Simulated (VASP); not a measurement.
The system is AlN.

```
Al N
1.0
     0.00000    2.20159    2.20159
     2.20159    0.00000    2.20159
     2.20159    2.20159    0.00000
Al N
1 1
Cartesian
  0.0000 0.0000 0.0000
  3.3024 3.3024 3.3024
```

| Property | Result |
| --- | --- |
| Program | VASP 6.6.1 |
| Task | relaxation of cell and atoms |
| Functional | PBE |
| Dispersion | D3(BJ) |
| Potentials or basis | VASP PAW PBE potentials, release 64 (Al, N) |
| Cutoff | 600 eV |
| k mesh | 10 × 10 × 10 |
| Occupations | gaussian, width 0.02 eV |
| Spin | no spin polarisation |

At the start: pressure -4.5 GPa; volume 10.67 Å³/atom.

Problem. How do energy, volume and symmetry change on relaxing?

Solution. Over 3 steps the energy falls by 3.5 meV/atom and the volume is 10.43 Å³/atom (-2.3 %); space group F-43m (No. 216, to 0.05 Å).

The path:
```
step  energy change (eV)  largest force (eV/Å)  pressure (GPa)  volume (Å³)
   1              0.0000                0.0000           -4.46        21.34
   2             -0.0015                0.0000            4.28        20.44
   3             -0.0069                0.0000           -0.01        20.86
```

Final structure:
```xyz
2
Lattice="0.0000 2.1847 2.1847 2.1847 0.0000 2.1847 2.1847 2.1847 0.0000" Properties=species:S:1:pos:R:3 pbc="T T T"
Al    0.0000    0.0000    0.0000
N     3.2771    3.2771    3.2771
```
